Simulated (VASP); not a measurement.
# B5P (C2/m) in VASP: relaxation of cell and atoms with PBE

Aim: the relaxation of cell and atoms of B5P with PBE.

Everything below comes from runs of VASP 6.6.1. Logs are shortened: lines on timing, memory, paths and dates and some standing lists are left out, and cuts for length are marked.

**1. The cell of the first run**

Symmetry: C2/m, No. 12, monoclinic system. Conventional cell: a = 9.200 Å, b = 5.320 Å, c = 5.490 Å, α = 90.00°, β = 124.10°, γ = 90.00°. B (site symmetry 1) has 2 P at 1.93 to 2.18 Å and 5 B at 1.93 to 2.18 Å within 2.6 Å. Within 2.4 Å of B (site symmetry m) lie 5 B at 1.81 to 1.95 Å and 1 P at 1.95 Å. Within 2.4 Å of B (site symmetry 1) lie 5 B at 1.81 to 1.95 Å and 1 P at 1.96 Å. P (site symmetry m) has 7 B at 1.93 to 2.18 Å within 2.6 Å.

**2. Relaxation of cell and atoms, PBE**

Contents of INCAR:

```
PREC = Accurate
ENCUT = 500
EDIFF = 1E-7
ISMEAR = 0
SIGMA = 0.2
LREAL = F
LASPH = T
NELM = 120
ALGO = Normal
ISIF = 3
LWAVE = F
LCHARG = F
GGA = PE
IBRION = 2
NSW = 36
EDIFFG = -0.08
GGA_COMPAT = F
NELMIN = 4
```

Contents of KPOINTS:

```
regular mesh
0
Gamma
  4 4 4
```

Contents of POSCAR:

```
B5P
1.0
    4.6000000000     -2.6600000000      0.0000000000
    4.6000000000      2.6600000000      0.0000000000
   -3.0779080800      0.0000000000      4.5460512400
B P
10 2
Direct
    0.7790000000      0.3690000000      0.9270000000
    0.3690000000      0.7790000000      0.9270000000
    0.2210000000      0.6310000000      0.0730000000
    0.6310000000      0.2210000000      0.0730000000
    0.0100000000      0.0100000000      0.6740000000
    0.9900000000      0.9900000000      0.3260000000
    0.0100000000      0.6540000000      0.6740000000
    0.9900000000      0.3460000000      0.3260000000
    0.6540000000      0.0100000000      0.6740000000
    0.3460000000      0.9900000000      0.3260000000
    0.2210000000      0.2210000000      0.0730000000
    0.7790000000      0.7790000000      0.9270000000
```

Potentials or basis: VASP PAW PBE potentials, release 64 (B, P).

Command:

```bash
$ cat potpaw_PBE.64/B/POTCAR potpaw_PBE.64/P/POTCAR > POTCAR
$ mpirun -np 1 vasp_std > vasp.out
```

OUTCAR:

```text
PREC = Accurate
   ENCUT = 500
   EDIFF = 1E-7
   ISMEAR = 0
   LREAL = F
   LASPH = T
   NELM = 120
   ISIF = 3
   GGA = PE
   IBRION = 2
   NSW = 36
   EDIFFG = -0.08
   NELMIN = 4

 ion  position               nearest neighbor table
   1  0.779  0.369  0.927-  11 1.93   4 1.93   9 1.95   8 1.95   5 1.95  12 2.18
   2  0.369  0.779  0.927-  11 1.93   3 1.93   7 1.95  10 1.95   5 1.95  12 2.18
   3  0.221  0.631  0.073-  12 1.93   2 1.93  10 1.95   7 1.95   6 1.95  11 2.18
   4  0.631  0.221  0.073-  12 1.93   1 1.93   8 1.95   9 1.95   6 1.95  11 2.18
   5  0.010  0.010  0.674-   6 1.81   7 1.89   9 1.89  11 1.95   1 1.95   2 1.95
   6  0.990  0.990  0.326-   5 1.81   8 1.89  10 1.89  12 1.95   3 1.95   4 1.95
   7  0.010  0.654  0.674-   8 1.81   5 1.89   9 1.89   2 1.95   3 1.95  12 1.96
   8  0.990  0.346  0.326-   7 1.81   6 1.89  10 1.89   4 1.95   1 1.95  11 1.96
   9  0.654  0.010  0.674-  10 1.81   5 1.89   7 1.89   1 1.95   4 1.95  12 1.96
  10  0.346  0.990  0.326-   9 1.81   6 1.89   8 1.89   3 1.95   2 1.95  11 1.96
  11  0.221  0.221  0.073-   1 1.93   2 1.93   5 1.95   8 1.96  10 1.96   4 2.18   3 2.18  12 2.91
                            12 2.91
  12  0.779  0.779  0.927-   3 1.93   4 1.93   6 1.95   7 1.96   9 1.96   2 2.18   1 2.18  11 2.91
                            11 2.91

  LATTYP: Found a base centered monoclinic cell.
 ALAT       =     9.2000000000
 B/A-ratio  =     0.5782608696
 C/A-ratio  =     0.5967391307
 COS(beta)  =    -0.5606389943

  Lattice vectors:

 A1 = (   4.6000000000,  -2.6600000000,   0.0000000000)
 A2 = (   4.6000000000,   2.6600000000,   0.0000000000)
 A3 = (  -3.0779080800,   0.0000000000,   4.5460512400)

Analysis of symmetry for initial positions (statically):
=====================================================================
 Subroutine PRICEL returns:
 Original cell was already a primitive cell.

 Routine SETGRP: Setting up the symmetry group for a
 base centered monoclinic supercell.

 Subroutine GETGRP returns: Found  4 space group operations
 (whereof  4 operations were pure point group operations)
 out of a pool of  4 trial point group operations.

The static configuration has the point symmetry C_2h.

Analysis of symmetry for dynamics (positions and initial velocities):
=====================================================================
 Subroutine PRICEL returns:
 Original cell was already a primitive cell.

 Routine SETGRP: Setting up the symmetry group for a
 base centered monoclinic supercell.

 Subroutine GETGRP returns: Found  4 space group operations
 (whereof  4 operations were pure point group operations)
 out of a pool of  4 trial point group operations.

The dynamic configuration has the point symmetry C_2h.

 Subroutine INISYM returns: Found  4 space group operations
 (whereof  4 operations are pure point group operations),
 and found     1 'primitive' translations

----------------------------------------------------------------------------------------

                                     Primitive cell

  volume of cell :     111.2510

  direct lattice vectors                    reciprocal lattice vectors
     4.600000000 -2.660000000  0.000000000     0.108695652 -0.187969925  0.073592489
     4.600000000  2.660000000  0.000000000     0.108695652  0.187969925  0.073592489
    -3.077908080  0.000000000  4.546051240     0.000000000  0.000000000  0.219971124

  length of vectors
     5.313718096  5.313718096  5.490000002     0.229266857  0.229266857  0.219971124

  position of ions in fractional coordinates (direct lattice)
     0.779000000  0.369000000  0.927000000
     0.369000000  0.779000000  0.927000000
     0.221000000  0.631000000  0.073000000
     0.631000000  0.221000000  0.073000000
     0.010000000  0.010000000  0.674000000
     0.990000000  0.990000000  0.326000000
     0.010000000  0.654000000  0.674000000
     0.990000000  0.346000000  0.326000000
     0.654000000  0.010000000  0.674000000
     0.346000000  0.990000000  0.326000000
     0.221000000  0.221000000  0.073000000
     0.779000000  0.779000000  0.927000000

  ion indices of the primitive-cell ions
   primitive index   ion index
                 1           1
                 2           2
                 3           3
                 4           4
                 5           5
                 6           6
                 7           7
                 8           8
                 9           9
                10          10
                11          11
                12          12

----------------------------------------------------------------------------------------

 KPOINTS: regular mesh

Automatic generation of k-mesh.
 Grid dimensions read from file:
 generate k-points for:    4    4    4

 Generating k-lattice:

  Cartesian coordinates                     Fractional coordinates (reciprocal lattice)
     0.027173913 -0.046992481  0.018398122     0.250000000  0.000000000 -0.000000000
     0.027173913  0.046992481  0.018398122     0.000000000  0.250000000 -0.000000000
     0.000000000  0.000000000  0.054992781     0.000000000  0.000000000  0.250000000

  Length of vectors
     0.057316714  0.057316714  0.054992781

  Shift w.r.t. Gamma in fractional coordinates (k-lattice)
     0.000000000  0.000000000  0.000000000

 Subroutine IBZKPT returns following result:
 ===========================================

 Found     24 irreducible k-points:

 Following reciprocal coordinates:
            Coordinates               Weight
  0.000000  0.000000  0.000000      1.000000
  0.250000  0.000000  0.000000      4.000000
  0.500000  0.000000  0.000000      2.000000
  0.250000  0.250000  0.000000      2.000000
  0.500000  0.250000  0.000000      4.000000
 -0.250000  0.250000  0.000000      2.000000
[... 16 lines left out ...]
 -0.250000  0.250000  0.500000      2.000000
  0.500000  0.500000  0.500000      1.000000
   k-points           NKPTS =     24   k-points in BZ     NKDIM =     24   number of bands    NBANDS=     27
   number of dos      NEDOS =    301   number of ions     NIONS =     12
   total plane-waves  NPLWV =  64000
   dimension x,y,z NGX =    40 NGY =   40 NGZ =   40
   dimension x,y,z NGXF=    80 NGYF=   80 NGZF=   80
   ions per type =              10   2
   NGX,Y,Z   is equivalent  to a cutoff of  12.51, 12.51, 12.11 a.u.
   NGXF,Y,Z  is equivalent  to a cutoff of  25.03, 25.03, 24.23 a.u.
 SYSTEM =  unknown system
   PREC   = accura    normal or accurate (medium, high low for compatibility)
   ISTART =      0    job   : 0-new  1-cont  2-samecut
   ICHARG =      2    charge: 1-file 2-atom 10-const
   ISPIN  =      1    spin polarized calculation?
   LNONCOLLINEAR =      F non collinear calculations
   LSORBIT =      F    spin-orbit coupling
   LASPH  =      T    aspherical Exc in radial PAW
   ENCUT  =  500.0 eV  36.75 Ry    6.06 a.u.   9.69  9.69 10.01*2*pi/ulx,y,z
   NELM   =    120;   NELMIN=  4; NELMDL= -5     # of ELM steps
   EDIFF  = 0.1E-06   stopping-criterion for ELM
   LREAL  =      F    real-space projection
   EDIFFG = -.8E-01   stopping-criterion for IOM
   NSW    =     36    number of steps for IOM
   IBRION =      2    ionic relax: 0-MD 1-quasi-New 2-CG
   NFREE  =      1    steps in history (QN), initial steepest desc. (CG)
   ISIF   =      3    stress and relaxation
   ISYM   =      2    0-nonsym 1-usesym 2-fastsym
   POTIM  = 0.5000    time-step for ionic-motion
   TEBEG  =    0.0;   TEEND  =   0.0 temperature during run
   PSTRESS=    0.0 pullay stress
   NELECT =      40.0000    total number of electrons
   NUPDOWN=      -1.0000    fix difference up-down
   EMIN   =  10.00;   EMAX   =-10.00  energy-range for DOS
   EFERMI =   0.00;   METHOD = LEGACY
   ISMEAR =     0;   SIGMA  =   0.20  broadening in eV -4-tet -1-fermi 0-gaus
   EFERMI_NEDOS =   21; number of points for ismear=-14 and -15
   IALGO  =     38    algorithm
   IMIX   =      4    mixing-type and parameters
     AMIX     =   0.40;   BMIX     =  1.00
     AMIX_MAG =   1.60;   BMIX_MAG =  1.00
  volume/ion in A,a.u.               =       9.27        62.56
  Fermi-wavevector in a.u.,A,eV,Ry     =   1.164109  2.199847 18.437925  1.355149
  Thomas-Fermi vector in A             =   2.300651
   LORBIT       =      0    0 simple, 1 ext, 2 COOP (PROOUT), +10 PAW based schemes
   GGA     = PE    functional components
   LHFCALC =     F    Hartree Fock is set to
   AEXX    =    0.0000 exact exchange contribution
   IVDW    =     0    specifies the selected vdW correction
   LEPSILON=     F    determine dielectric tensor
   LRPA    =     F    only Hartree local field effects (RPA)
 conjugate gradient relaxation of ions
 non-spin polarized calculation
 Gauss-broadening in eV      SIGMA  =   0.20
  energy-cutoff  :      500.00
  volume of cell :      111.25
 maximum number of plane-waves:      2890
 NGX is ok and might be reduce to    40
   NGX = 19   NGY = 19   NGZ = 21

--------------------------------------- Ionic step        1  -------------------------------------------

 number of electron      40.0000000 magnetization

 Free energy of the ion-electron system (eV)
  ---------------------------------------------------
  ext. energy  EPLUGINS =         0.00000000
  ---------------------------------------------------
  free energy    TOTEN  =       -70.40306230 eV

  energy without entropy =      -70.34269980  energy(sigma->0) =      -70.37288105

------------------------ aborting loop because EDIFF is reached ----------------------------------------

  FORCE on cell =-STRESS in cart. coord.  units (eV):
  Direction    XX          YY          ZZ          XY          YZ          ZX
  --------------------------------------------------------------------------------------
  -------------------------------------------------------------------------------------
  Total       -3.3895942      2.6767699    -16.1161764      0.0000000      0.0000000      1.2235243
  in kB      -48.8151358     38.5494181   -232.0966140      0.0000000      0.0000000     17.6205469
  external PRESSURE =     -80.7874439 kB  Pullay stress =       0.0000000 kB
[... 119 lines left out ...]
  FREE ENERGIE OF THE ION-ELECTRON SYSTEM (eV)
  ---------------------------------------------------
  free  energy   TOTEN  =       -73.4889415482 eV

  energy  without entropy=      -73.4452047263  energy(sigma->0) =      -73.46707314

[... ionic steps 4 to 12 ...]

--------------------------------------- Ionic step       13  -------------------------------------------

 number of electron      40.0000000 magnetization

------------------------ aborting loop because EDIFF is reached ----------------------------------------
[... 87 lines left out ...]
--------------------------------------- Ionic step       15  -------------------------------------------

 number of electron      40.0000000 magnetization

 Free energy of the ion-electron system (eV)
  ---------------------------------------------------
  ext. energy  EPLUGINS =         0.00000000
  ---------------------------------------------------
  free energy    TOTEN  =       -75.96767725 eV

  energy without entropy =      -75.93492539  energy(sigma->0) =      -75.95130132

 E-fermi :   7.2356     XC(G=0): -11.2895

 val. band max:        7.2245505346   @ k =   0.2500   0.0000   0.0000
 cond. band min:       7.2451217838   @ k =  -0.2500   0.2500   0.0000
 fundamental gap:      0.0205712493
 Fermi energy:         7.2355787984

 k-point     1 :       0.0000    0.0000    0.0000
  band No.  band energies     occupation
      1      -9.6442      2.00000
      2      -5.3175      2.00000
      3      -4.3498      2.00000
      4      -3.9069      2.00000
      5      -3.4884      2.00000
      6      -2.8878      2.00000
[... 748 lines left out ...]
  FREE ENERGIE OF THE ION-ELECTRON SYSTEM (eV)
  ---------------------------------------------------
  free  energy   TOTEN  =       -75.9676772492 eV

  energy  without entropy=      -75.9349253897  energy(sigma->0) =      -75.95130132

 reached required accuracy - stopping structural energy minimisation
```

It took 8.5 min on 1 thread of Intel Xeon Platinum 8488C (Sapphire Rapids), shared host; peak memory 0.26 GiB.

What came out:

```yaml
Free_energy: -75.9677 eV
Relaxed_volume: 8.70 Å³/atom
Relaxed_cell: a = 5.177 Å, b = 5.177 Å, c = 5.101 Å, α = 118.45°, β = 118.45°, γ = 69.86°
Space_group_after_relaxing_to_0.1_Å: C2/m (No. 12)
Energy_gained_by_relaxing: 463.7 meV/atom
Ionic_steps: 15
Pressure_after_relaxing: -0.1 GPa
Largest_force_after_relaxing: 0.063 eV/Å
Band_gap_on_the_k_mesh: zero (bands 20 and 21 overlap by 0.44 eV)
```

Forces on the atoms (eV/Å):
```
B    0.054 -0.030 -0.012
B    0.054  0.030 -0.012
B   -0.054  0.030  0.012
B   -0.054 -0.030  0.012
B   -0.005  0.000  0.061
B    0.005  0.000 -0.061
B   -0.038  0.013 -0.006
B    0.038 -0.013  0.006
B   -0.038 -0.013 -0.006
B    0.038  0.013  0.006
P    0.017  0.000  0.012
P   -0.017  0.000 -0.012
```

The path:
```csv
step,energy change (eV),largest force (eV/Å),pressure (GPa),volume (Å³)
1,0.0000,4.6054,-8.08,111.25
2,-2.9361,1.7994,-2.92,103.73
3,-3.0859,1.2292,1.86,101.50
4,-3.6428,2.0029,10.71,100.02
5,-3.7204,1.6802,8.08,100.41
6,-4.5525,1.7919,-3.65,106.06
7,-4.5996,1.8565,-6.47,107.65
8,-5.2201,1.1730,-4.96,107.20
9,-5.2688,1.3443,-4.15,107.05
10,-5.5271,0.3052,0.94,103.91
11,-5.5281,0.2823,1.33,103.70
12,-5.5581,0.1196,-0.06,104.38
13,-5.5603,0.1808,-0.54,104.62
14,-5.5642,0.1232,0.01,104.37
15,-5.5646,0.0630,-0.12,104.43
```

Final structure:
```cif
data_structure
_symmetry_space_group_name_H-M 'P 1'
_symmetry_Int_Tables_number 1
_cell_length_a 5.1765
_cell_length_b 5.1765
_cell_length_c 5.1006
_cell_angle_alpha 118.453
_cell_angle_beta 118.453
_cell_angle_gamma 69.860
_cell_volume 104.43
loop_
_atom_site_label
_atom_site_type_symbol
_atom_site_fract_x
_atom_site_fract_y
_atom_site_fract_z
_atom_site_occupancy
B1 B 0.81905 0.31884 0.92934 1
B2 B 0.31884 0.81905 0.92934 1
B3 B 0.18095 0.68116 0.07066 1
B4 B 0.68116 0.18095 0.07066 1
B5 B 0.00452 0.00452 0.67016 1
B6 B 0.99548 0.99548 0.32984 1
B7 B 0.99838 0.65906 0.66462 1
B8 B 0.00162 0.34094 0.33538 1
B9 B 0.65906 0.99838 0.66462 1
B10 B 0.34094 0.00162 0.33538 1
P1 P 0.28949 0.28949 0.10274 1
P2 P 0.71051 0.71051 0.89726 1
```

Caveat: the k points lie up to 0.38 Å⁻¹ apart in the final cell; semilocal functionals underestimate gaps, and a narrow one can read as zero; the relaxation stopped at a loose force limit of 0.08 eV/Å, so its end isn't a converged minimum.

The gap in the log of VASP goes by the Fermi energy; the results here count the filled bands.